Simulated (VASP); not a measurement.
Input of a VASP 6.6.1 run:

File INCAR:

```
  PREC = Accurate
  ENCUT = 520
  EDIFF = 1E-6
  ISMEAR = -1
  SIGMA = 0.05
  LREAL = False
  LASPH = True
  NELM = 60
  ALGO = Normal
  ISIF = 2
  LWAVE = False
  LCHARG = False
  GGA = PE
  NBANDS = 10
```

KPOINTS

```
Automatic mesh
0
Gamma
  16 16 16
```

The input POSCAR:

```
Al
1.0
   -2.1971043403      2.1971043403      1.1532000708
    2.1971043403     -2.1971043403      1.1532000708
    2.1971043403      2.1971043403     -1.1532000708
Al
2
Direct
   -0.3750000000     -0.1250000000     -0.2500000000
    0.3750000000      0.1250000000      0.2500000000
```

Potentials or basis: VASP PAW PBE potentials, release 64 (Al).

Launch:

```console
$ cat potpaw_PBE.64/Al/POTCAR > POTCAR
$ mpirun -np 1 vasp_std > vasp.out
```

**Question.** Predict the pressure.

**Answer.** 98.0 GPa.

**Question.** Estimate the band gap on the k mesh.

**Answer.** Zero (band 3 reaches 16.07 eV, above the bottom of band 4 at 6.41 eV).

Stress tensor (GPa, compression positive):
```
98.05  0.00  0.00
 0.00 98.05  0.00
 0.00  0.00 97.96
```
